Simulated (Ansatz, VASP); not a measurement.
One calculation of KF, two programs

```xyz
2
Lattice="0.0000 2.6735 2.6735 2.6735 0.0000 2.6735 2.6735 2.6735 0.0000" Properties=species:S:1:pos:R:3 pbc="T T T"
K     0.0000    0.0000    0.0000
F     2.4235    2.6735    2.6735
```

Change from the starting cell: all F atoms moved -0.250 Å, as atom 2 along Cartesian [1 0 0].

Alike in both runs: task single point; functional r2SCAN; k mesh 8 × 8 × 8; occupations gaussian, width 0.05 eV; no spin polarisation.

|  | VASP | Ansatz |
| --- | --- | --- |
| version | VASP 6.6.1 | Ansatz 0.2.0 |
| potentials or method | VASP PAW PBE potentials, release 64 (K_sv, F), cutoff 520 eV | scalar-relativistic, plane waves, PAW |
| valence electrons in the cell | 16 | 16 |

VASP gave:

| Item | Value |
| --- | --- |
| gap on the k mesh at the Fermi level (eV) | 6.82 |
| least direct gap on the mesh (eV) | 6.82 |
| pressure (GPa) | 0.5 |
| traceless stress, the component that is largest in VASP (GPa) | 2.45 |
| rms of the force components (eV/Å) | 0.320 |

Problem. Estimate Ansatz's values.

Solution. gap on the k mesh at the Fermi level (eV): 6.82; least direct gap on the mesh (eV): 6.82; pressure (GPa): 0.5; traceless stress, the component that is largest in VASP (GPa): 2.35; rms of the force components (eV/Å): 0.307.

VASP's potentials were made for PBE, not for r2SCAN. Atom by atom the forces differ by 0.014 eV/Å (rms over components). With one functional, cell and mesh, what is left measures potentials, basis and numerics.
